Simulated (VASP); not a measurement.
Write the native input for VASP 6.6.1 that does the following.

```yaml
Task: single point
Functional: PBEsol
Potentials_or_basis: VASP PAW PBE potentials, release 64 (Eu)
Cutoff: 520 eV
k_mesh: 10 × 10 × 10
Occupations: fermi-dirac, width 0.05 eV
Spin: collinear spin, ferromagnetic start
Starting_moments: "[7.0] μB"
Dipole_correction: no
Further_INCAR_settings: ALGO = Normal; EDIFF = 1e-06; NBANDS = 18
```

The structure of Eu lies in POSCAR:

```
Eu
1.0
   -2.1216821860      2.1216821860      2.1216821860
    2.1216821860     -2.1216821860      2.1216821860
    2.1216821860      2.1216821860     -2.1216821860
Eu
1
Direct
    0.0000000000      0.0000000000      0.0000000000
```

The input as run:

INCAR

```
PREC = Accurate
ENCUT = 520
EDIFF = 1E-6
ISMEAR = -1
SIGMA = 0.05
LREAL = False
LASPH = True
NELM = 150
ALGO = Normal
ISIF = 2
LWAVE = False
LCHARG = False
ISPIN = 2
MAGMOM = 7
LORBIT = 11
LMAXMIX = 6
GGA = PS
NBANDS = 18
```

KPOINTS

```
regular mesh
0
Gamma
  10 10 10
```

Potentials or basis: VASP PAW PBE potentials, release 64 (Eu).

Run with:

```sh
$ cat potpaw_PBE.64/Eu/POTCAR > POTCAR
$ mpirun -np 1 vasp_std > vasp.out
```

Results of the run:

```json
{"Pressure": "0.0 GPa", "Net moment": "7.25 μB per cell", "Site moments": "Eu +6.67 μB", "Valence electrons inside the program's atomic spheres": "Eu 14.71"}
```

Caveat: the PAW data sets were made with another functional, which shifts forces and pressure a little.

Wall time 2.9 min on 1 thread of Oxide Virtual Turin-like Processor, on a shared host, peak memory 0.18 GiB.
